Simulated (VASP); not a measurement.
# Sb (P4/mmm) in VASP: further runs

Sb is run at these levels: PBEsol; tasks: single point.

All numbers are computed with VASP 6.6.1; they aren't measurements. Logs are shortened: lines on timing, memory, paths and dates and some standing lists are left out, and cuts for length are marked.

## 1. The cell of the first run

The structure is tetragonal, space group P4/mmm (No. 123). The conventional cell has a = 3.160 Å, b = 3.160 Å, c = 3.207 Å, α = 90.00°, β = 90.00°, γ = 90.00°. Within 4.2 Å of Sb (site symmetry 4/mmm) lie 6 Sb at 3.16 to 3.21 Å.

## 2. Single point, PBEsol (strain +0.0150 x Voigt [0, 1, 0, 0, 0, 0])

INCAR

```
PREC = Accurate
ENCUT = 520
EDIFF = 1E-7
ISMEAR = 0
SIGMA = 0.15
LREAL = False
LASPH = True
NELM = 100
ALGO = Normal
ISIF = 2
LWAVE = False
LCHARG = True
GGA = PS
LELF = True
LVHAR = True
NBANDS = 8
```

KPOINTS

```
regular mesh
0
Gamma
  16 16 16
```

POSCAR

```
Sb
1.0
    3.1600000000      0.0000000000      0.0000000000
    0.0000000000      3.2074000000      0.0000000000
    0.0000000000      0.0000000000      3.1600000000
Sb
1
Direct
    0.0000000000      0.0000000000      0.0000000000
```

Potentials or basis: VASP PAW PBE potentials, release 64 (Sb).

Launch:

```sh
> cat potpaw_PBE.64/Sb/POTCAR > POTCAR
> mpirun -np 1 vasp_std > vasp.out
```

OUTCAR:

```text
PREC = Accurate
   ENCUT = 520
   EDIFF = 1E-7
   ISMEAR = 0
   LREAL = False
   LASPH = True
   NELM = 100
   ISIF = 2
   GGA = PS

 ion  position               nearest neighbor table
   1  0.000  0.000  0.000-

  LATTYP: Found a simple tetragonal cell.
 ALAT       =     3.1600000000
 C/A-ratio  =     1.0150000000

  Lattice vectors:

 A1 = (  -3.1600000000,   0.0000000000,   0.0000000000)
 A2 = (   0.0000000000,   0.0000000000,   3.1600000000)
 A3 = (   0.0000000000,   3.2074000000,   0.0000000000)

Analysis of symmetry for initial positions (statically):
=====================================================================
 Subroutine PRICEL returns:
 Original cell was already a primitive cell.

 Routine SETGRP: Setting up the symmetry group for a
 simple tetragonal supercell.

 Subroutine GETGRP returns: Found 16 space group operations
 (whereof 16 operations were pure point group operations)
 out of a pool of 16 trial point group operations.

The static configuration has the point symmetry D_4h.

Analysis of symmetry for dynamics (positions and initial velocities):
=====================================================================
 Subroutine PRICEL returns:
 Original cell was already a primitive cell.

 Routine SETGRP: Setting up the symmetry group for a
 simple tetragonal supercell.

 Subroutine GETGRP returns: Found 16 space group operations
 (whereof 16 operations were pure point group operations)
 out of a pool of 16 trial point group operations.

The dynamic configuration has the point symmetry D_4h.

 Subroutine INISYM returns: Found 16 space group operations
 (whereof 16 operations are pure point group operations),
 and found     1 'primitive' translations

----------------------------------------------------------------------------------------

                                     Primitive cell

  volume of cell :      32.0278

  direct lattice vectors                    reciprocal lattice vectors
     3.160000000  0.000000000  0.000000000     0.316455696  0.000000000  0.000000000
     0.000000000  3.207400000  0.000000000     0.000000000  0.311779011  0.000000000
     0.000000000  0.000000000  3.160000000     0.000000000  0.000000000  0.316455696

  length of vectors
     3.160000000  3.207400000  3.160000000     0.316455696  0.311779011  0.316455696

[... 77 lines left out ...]
   NELM   =    100;   NELMIN=  2; NELMDL= -5     # of ELM steps
   EDIFF  = 0.1E-06   stopping-criterion for ELM
   LREAL  =      F    real-space projection
   EDIFFG = 0.1E-05   stopping-criterion for IOM
   NSW    =      0    number of steps for IOM
   IBRION =     -1    ionic relax: 0-MD 1-quasi-New 2-CG
   NFREE  =      0    steps in history (QN), initial steepest desc. (CG)
   ISIF   =      2    stress and relaxation
   ISYM   =      2    0-nonsym 1-usesym 2-fastsym
   POTIM  = 0.5000    time-step for ionic-motion
   TEBEG  =    0.0;   TEEND  =   0.0 temperature during run
   PSTRESS=    0.0 pullay stress
   NELECT =       5.0000    total number of electrons
   NUPDOWN=      -1.0000    fix difference up-down
   EMIN   =  10.00;   EMAX   =-10.00  energy-range for DOS
   EFERMI =   0.00;   METHOD = LEGACY
   ISMEAR =     0;   SIGMA  =   0.15  broadening in eV -4-tet -1-fermi 0-gaus
   EFERMI_NEDOS =   21; number of points for ismear=-14 and -15
   IALGO  =     38    algorithm
   IMIX   =      4    mixing-type and parameters
     AMIX     =   0.40;   BMIX     =  1.00
     AMIX_MAG =   1.60;   BMIX_MAG =  1.00
  volume/ion in A,a.u.               =      32.03       216.13
  Fermi-wavevector in a.u.,A,eV,Ry     =   0.881500  1.665794 10.572306  0.777043
  Thomas-Fermi vector in A             =   2.002005
   LORBIT       =      0    0 simple, 1 ext, 2 COOP (PROOUT), +10 PAW based schemes
   GGA     = PS    functional components
   LHFCALC =     F    Hartree Fock is set to
   AEXX    =    0.0000 exact exchange contribution
   IVDW    =     0    specifies the selected vdW correction
   LEPSILON=     F    determine dielectric tensor
   LRPA    =     F    only Hartree local field effects (RPA)
 non-spin polarized calculation
 Gauss-broadening in eV      SIGMA  =   0.15
  energy-cutoff  :      520.00
  volume of cell :       32.03
 maximum number of plane-waves:       884
 NGX is ok and might be reduce to    24
   NGX = 11   NGY = 11   NGZ = 11

 number of electron       5.0000001 magnetization

 Free energy of the ion-electron system (eV)
  ---------------------------------------------------
  ext. energy  EPLUGINS =         0.00000000
  ---------------------------------------------------
  free energy    TOTEN  =        -4.47250970 eV

  energy without entropy =       -4.46644170  energy(sigma->0) =       -4.46947570

 E-fermi :   6.1160     XC(G=0):  -9.4576

 val. band max:        6.1143737379   @ k =   0.4375   0.2500   0.0000
 cond. band min:       6.1373317186   @ k =   0.2500   0.4375   0.0000
 fundamental gap:      0.0229579808
 Fermi energy:         6.1160021119

 k-point     1 :       0.0000    0.0000    0.0000
  band No.  band energies     occupation
      1      -5.7555      2.00000
      2       8.9464      0.00000
      3       9.3314      0.00000
      4       9.3314      0.00000
      5      12.8739      0.00000
      6      13.0922      0.00000
      7      13.8740      0.00000
      8      23.3743      0.00000
[... 243 lines left out ...]
 k-point    24 :       0.3125    0.1250    0.0000
  band No.  band energies     occupation
      1      -4.3064      2.00000
      2       3.2831      2.00000
      3       8.1404      0.00000
      4      10.6479      0.00000
      5      14.5966      0.00000
      6      15.3684      0.00000
      7      17.0944      0.00000
      8      19.0975      0.00000

 [... further k-points ...]

------------------------ aborting loop because EDIFF is reached ----------------------------------------

  FORCE on cell =-STRESS in cart. coord.  units (eV):
  Direction    XX          YY          ZZ          XY          YZ          ZX
  --------------------------------------------------------------------------------------
  -------------------------------------------------------------------------------------
  Total       -1.0014140     -1.2359012     -1.0014140      0.0000000      0.0000000      0.0000000
  in kB      -50.0952940    -61.8254157    -50.0952940      0.0000000      0.0000000      0.0000000
  external PRESSURE =     -54.0053345 kB  Pullay stress =       0.0000000 kB

 VOLUME and BASIS-vectors are now :
 -----------------------------------------------------------------------------
  energy-cutoff  :      520.00
  volume of cell :       32.03
      direct lattice vectors                 reciprocal lattice vectors
     3.160000000  0.000000000  0.000000000     0.316455696  0.000000000  0.000000000
     0.000000000  3.207400000  0.000000000     0.000000000  0.311779011  0.000000000
     0.000000000  0.000000000  3.160000000     0.000000000  0.000000000  0.316455696

 POSITION                                       TOTAL-FORCE (eV/Angst)
 -----------------------------------------------------------------------------------
      0.00000      0.00000      0.00000         0.000000      0.000000      0.000000
 -----------------------------------------------------------------------------------
    total drift:                               -0.000000      0.000000      0.000000

  FREE ENERGIE OF THE ION-ELECTRON SYSTEM (eV)
  ---------------------------------------------------
  free  energy   TOTEN  =        -4.4725097033 eV

  energy  without entropy=       -4.4664416984  energy(sigma->0) =       -4.46947570
```

Run time: 18 s. Hardware: 1 thread of Intel Xeon 6975P-C (Granite Rapids), shared host; peak memory 0.22 GiB.

Results:

```yaml
Free_energy: -4.4725 eV
Pressure: -5.4 GPa
```

Stress tensor (GPa, compression positive):
```
-5.01  0.00  0.00
 0.00 -6.18  0.00
 0.00  0.00 -5.01
```

Levels at points of the mesh, in eV from the Fermi level:
| k point | band 1 | band 2 | band 3 | band 4 | band 5 |
| --- | --- | --- | --- | --- | --- |
| (0.00, 0.00, 0.00) | -11.87 | 2.83 | 3.22 | 3.22 | 6.76 |
| (0.50, 0.00, 0.00) | -9.64 | -5.13 | 4.66 | 5.05 | 8.86 |
| (0.00, 0.50, 0.00) | -9.82 | -5.09 | 4.91 | 4.91 | 8.86 |
| (0.50, 0.50, 0.00) | -7.49 | -3.33 | -3.14 | 2.37 | 6.74 |
| (0.50, 0.00, 0.50) | -7.29 | -3.20 | -3.20 | 2.40 | 6.48 |
| (0.50, 0.50, 0.50) | -4.94 | -1.54 | -1.54 | -1.32 | 4.84 |

Caveat: the cell differs from its parent crystal (strain +0.0150 x Voigt [0, 1, 0, 0, 0, 0]); the PAW data sets were made with another functional, which shifts forces and pressure a little; spin-orbit coupling is left out, which moves the levels of the heavy elements.

## 3. Single point, PBEsol (strain +0.0300 x Voigt [0, 1, 0, 0, 0, 0])

INCAR

```
SYSTEM = Sb
PREC = Accurate ; ENCUT = 520
EDIFF = 1E-7 ; ISMEAR = 0
SIGMA = 0.15 ; LREAL = .False.
LASPH = .True. ; NELM = 60
ALGO = Normal ; ISIF = 2
LWAVE = .False. ; LCHARG = .False.
GGA = PS ; NBANDS = 8
```

KPOINTS

```
regular mesh
0
Gamma
  16 16 16
  0 0 0
```

POSCAR

```
Sb
1.0
    3.1600000000      0.0000000000      0.0000000000
    0.0000000000      3.2548000000      0.0000000000
    0.0000000000      0.0000000000      3.1600000000
Sb
1
Direct
    0.0000000000      0.0000000000      0.0000000000
```

Potentials or basis: VASP PAW PBE potentials, release 64 (Sb).

Launch:

```sh
> cat potpaw_PBE.64/Sb/POTCAR > POTCAR
> mpirun -np 1 vasp_std > vasp.out
```

Wall time 18 s (1 thread of Intel Xeon 6975P-C (Granite Rapids), shared host); peak memory 0.22 GiB.

The run converged. Its results:

* Free energy: -4.4526 eV
* Pressure: -5.8 GPa

Stress tensor (GPa, compression positive):
```
-5.12  0.00  0.00
 0.00 -7.26  0.00
 0.00  0.00 -5.12
```

Levels at points of the mesh, in eV from the Fermi level:
```tsv
k point	band 1	band 2	band 3	band 4	band 5	band 6	band 7	band 8
(0.00, 0.00, 0.00)	-11.78	2.55	3.30	3.30	6.56	7.04	7.77	17.11
(0.50, 0.00, 0.00)	-9.54	-5.06	4.38	5.14	8.78	10.08	10.73	10.85
(0.00, 0.50, 0.00)	-9.88	-4.97	4.86	4.86	8.82	10.55	10.86	11.44
(0.50, 0.50, 0.00)	-7.55	-3.38	-3.00	2.41	6.69	12.30	12.98	13.06
(0.50, 0.00, 0.50)	-7.18	-3.13	-3.13	2.46	6.20	12.06	12.65	12.66
(0.50, 0.50, 0.50)	-5.01	-1.58	-1.58	-1.16	4.78	5.01	5.01	7.02
```

Caveat: the cell differs from its parent crystal (strain +0.0300 x Voigt [0, 1, 0, 0, 0, 0]); the PAW data sets were made with another functional, which shifts forces and pressure a little; spin-orbit coupling is left out, which moves the levels of the heavy elements.

## 4. Single point, PBEsol (strain +0.0450 x Voigt [0, 1, 0, 0, 0, 0])

INCAR

```
SYSTEM = Sb
PREC = Accurate ; ENCUT = 520
EDIFF = 1E-6 ; ISMEAR = 0
SIGMA = 0.15 ; LREAL = .False.
LASPH = .True. ; NELM = 80
ALGO = Normal ; ISIF = 2
LWAVE = .False. ; LCHARG = .True.
GGA = PS ; LELF = .True.
LVHAR = .True. ; NBANDS = 8
```

KPOINTS

```
Automatic mesh
0
Gamma
  16 16 16
  0 0 0
```

POSCAR

```
Sb
1.0
    3.1600000000      0.0000000000      0.0000000000
    0.0000000000      3.3022000000      0.0000000000
    0.0000000000      0.0000000000      3.1600000000
Sb
1
Direct
    0.0000000000      0.0000000000      0.0000000000
```

Launch:

```sh
> cat potpaw_PBE.64/Sb/POTCAR > POTCAR
> mpirun -np 1 vasp_std > vasp.out
```

Wall time 19 s (1 thread of Intel Xeon 6975P-C (Granite Rapids), shared host); peak memory 0.22 GiB.

It converged, with:

- Free energy: -4.4298 eV
- Pressure: -6.2 GPa

Stress tensor (GPa, compression positive):
```
-5.24  0.00  0.00
 0.00 -8.12  0.00
 0.00  0.00 -5.24
```

Levels at points of the mesh, in eV from the Fermi level:
| k point | band 1 | band 2 | band 3 | band 4 | band 5 | band 6 | band 7 |
| --- | --- | --- | --- | --- | --- | --- | --- |
| (0.00, 0.00, 0.00) | -11.69 | 2.29 | 3.37 | 3.37 | 6.35 | 7.11 | 7.81 |
| (0.50, 0.00, 0.00) | -9.45 | -4.99 | 4.12 | 5.22 | 8.68 | 9.91 | 10.47 |
| (0.00, 0.50, 0.00) | -9.93 | -4.86 | 4.82 | 4.82 | 8.77 | 10.63 | 10.77 |
| (0.50, 0.50, 0.00) | -7.61 | -3.42 | -2.86 | 2.45 | 6.64 | 12.23 | 12.93 |
| (0.50, 0.00, 0.50) | -7.08 | -3.06 | -3.06 | 2.53 | 5.93 | 11.88 | 12.43 |
| (0.50, 0.50, 0.50) | -5.08 | -1.62 | -1.62 | -1.00 | 4.72 | 5.07 | 5.07 |

Caveat: the cell differs from its parent crystal (strain +0.0450 x Voigt [0, 1, 0, 0, 0, 0]); the PAW data sets were made with another functional, which shifts forces and pressure a little; spin-orbit coupling is left out, which moves the levels of the heavy elements.

## 5. Single point, PBEsol (strain +0.0525 x Voigt [0, 1, 0, 0, 0, 0])

INCAR

```
SYSTEM = Sb
ALGO     = Normal         ! electronic algorithm
EDIFF    = 1E-7           ! SCF threshold, eV
ENCUT    = 520            ! plane-wave cutoff, eV
GGA      = PS             ! functional
ISIF     = 2              ! what is computed and relaxed
ISMEAR   = 0              ! smearing method
LASPH    = .TRUE.         ! aspherical terms in the spheres
LCHARG   = .FALSE.        ! write CHGCAR
LREAL    = .FALSE.        ! projectors in reciprocal space
LWAVE    = .FALSE.        ! write WAVECAR
NBANDS   = 8              ! bands
NELM     = 60             ! most SCF steps
PREC     = Accurate       ! precision mode
SIGMA    = 0.15           ! smearing width, eV
```

KPOINTS

```
k-points
0
G
  16 16 16
  0 0 0
```

POSCAR

```
Sb
1.0
    3.1600000000      0.0000000000      0.0000000000
    0.0000000000      3.3259000000      0.0000000000
    0.0000000000      0.0000000000      3.1600000000
Sb
1
Direct
    0.0000000000      0.0000000000      0.0000000000
```

Launch:

```sh
> cat potpaw_PBE.64/Sb/POTCAR > POTCAR
> mpirun -np 1 vasp_std > vasp.out
```

Run time: 22 s. Hardware: 1 thread of Intel Xeon 6975P-C (Granite Rapids), shared host; peak memory 0.22 GiB.

The run converged. Its results:

* Free energy: -4.4176 eV
* Pressure: -6.4 GPa

Stress tensor (GPa, compression positive):
```
-5.29  0.00  0.00
 0.00 -8.48  0.00
 0.00  0.00 -5.29
```

Levels at points of the mesh, in eV from the Fermi level:
```
           k point  band 1  band 2  band 3  band 4  band 5  band 6  band 7  band 8
(0.00, 0.00, 0.00)  -11.65    2.16    3.41    3.41    6.24    7.14    7.84   16.89
(0.50, 0.00, 0.00)   -9.40   -4.96    3.99    5.26    8.63    9.82   10.34   10.77
(0.00, 0.50, 0.00)   -9.96   -4.80    4.80    4.80    8.75   10.67   10.72   11.55
(0.50, 0.50, 0.00)   -7.64   -3.44   -2.80    2.47    6.62   12.19   12.91   13.00
(0.50, 0.00, 0.50)   -7.03   -3.02   -3.02    2.56    5.80   11.79   12.32   12.32
(0.50, 0.50, 0.50)   -5.11   -1.64   -1.64   -0.93    4.70    5.10    5.10    7.07
```

Caveat: the cell differs from its parent crystal (strain +0.0525 x Voigt [0, 1, 0, 0, 0, 0]); the PAW data sets were made with another functional, which shifts forces and pressure a little; spin-orbit coupling is left out, which moves the levels of the heavy elements.

## 6. Single point, PBEsol (strain +0.0600 x Voigt [0, 1, 0, 0, 0, 0])

INCAR

```
PREC     = Accurate       # precision mode
ENCUT    = 520            # plane-wave cutoff, eV
EDIFF    = 1E-6           # SCF threshold, eV
ISMEAR   = 0              # smearing method
SIGMA    = 0.15           # smearing width, eV
LREAL    = False          # projectors in reciprocal space
LASPH    = True           # aspherical terms in the spheres
NELM     = 100            # most SCF steps
ALGO     = Normal         # electronic algorithm
ISIF     = 2              # what is computed and relaxed
LWAVE    = False          # write WAVECAR
LCHARG   = False          # write CHGCAR
GGA      = PS             # functional
NBANDS   = 8              # bands
```

KPOINTS

```
regular mesh
0
Gamma
  16 16 16
```

POSCAR

```
Sb
1.0
    3.1600000000      0.0000000000      0.0000000000
    0.0000000000      3.3496000000      0.0000000000
    0.0000000000      0.0000000000      3.1600000000
Sb
1
Direct
    0.0000000000      0.0000000000      0.0000000000
```

Potentials or basis: VASP PAW PBE potentials, release 64 (Sb).

Launch:

```sh
> cat potpaw_PBE.64/Sb/POTCAR > POTCAR
> mpirun -np 1 vasp_std > vasp.out
```

Run time: 17 s. Hardware: 1 thread of Intel Xeon 6975P-C (Granite Rapids), shared host; peak memory 0.22 GiB.

The run converged. Its results:

```
Free energy : -4.4048 eV
Pressure    : -6.5 GPa
```

Stress tensor (GPa, compression positive):
```
-5.34  0.00  0.00
 0.00 -8.82  0.00
 0.00  0.00 -5.34
```

Levels at points of the mesh, in eV from the Fermi level:
| k point | band 1 | band 2 | band 3 | band 4 | band 5 | band 6 | band 7 | band 8 |
| --- | --- | --- | --- | --- | --- | --- | --- | --- |
| (0.00, 0.00, 0.00) | -11.61 | 2.04 | 3.44 | 3.44 | 6.13 | 7.17 | 7.87 | 16.83 |
| (0.50, 0.00, 0.00) | -9.36 | -4.92 | 3.87 | 5.29 | 8.57 | 9.74 | 10.22 | 10.76 |
| (0.00, 0.50, 0.00) | -9.99 | -4.75 | 4.78 | 4.78 | 8.73 | 10.68 | 10.71 | 11.59 |
| (0.50, 0.50, 0.00) | -7.67 | -3.46 | -2.73 | 2.49 | 6.60 | 12.16 | 12.89 | 12.98 |
| (0.50, 0.00, 0.50) | -6.98 | -2.99 | -2.99 | 2.59 | 5.68 | 11.71 | 12.21 | 12.21 |
| (0.50, 0.50, 0.50) | -5.14 | -1.66 | -1.66 | -0.85 | 4.67 | 5.13 | 5.13 | 7.08 |

Caveat: the cell differs from its parent crystal (strain +0.0600 x Voigt [0, 1, 0, 0, 0, 0]); the PAW data sets were made with another functional, which shifts forces and pressure a little; spin-orbit coupling is left out, which moves the levels of the heavy elements.

## 7. Summary

```csv
cell,gap on the mesh (eV),pressure (GPa)
"a = 3.160, b = 3.207 Å, 1 atom",none,-5.4
"a = 3.160, b = 3.255 Å, 1 atom",none,-5.8
"a = 3.160, b = 3.302 Å, 1 atom",none,-6.2
"a = 3.160, b = 3.326 Å, 1 atom",none,-6.4
"a = 3.160, b = 3.350 Å, 1 atom",none,-6.5
```

Alike in all rows: task single point; level PBEsol; potentials or basis VASP PAW PBE potentials, release 64 (Sb); no spin polarisation; k mesh 16 × 16 × 16; cutoff (eV) 520; smearing gaussian 0.15 eV.

Caveats: the PAW data sets were made with another functional, which shifts forces and pressure a little; spin-orbit coupling is left out, which moves the levels of the heavy elements.

Absolute energies hang on the potentials; compare differences alone.
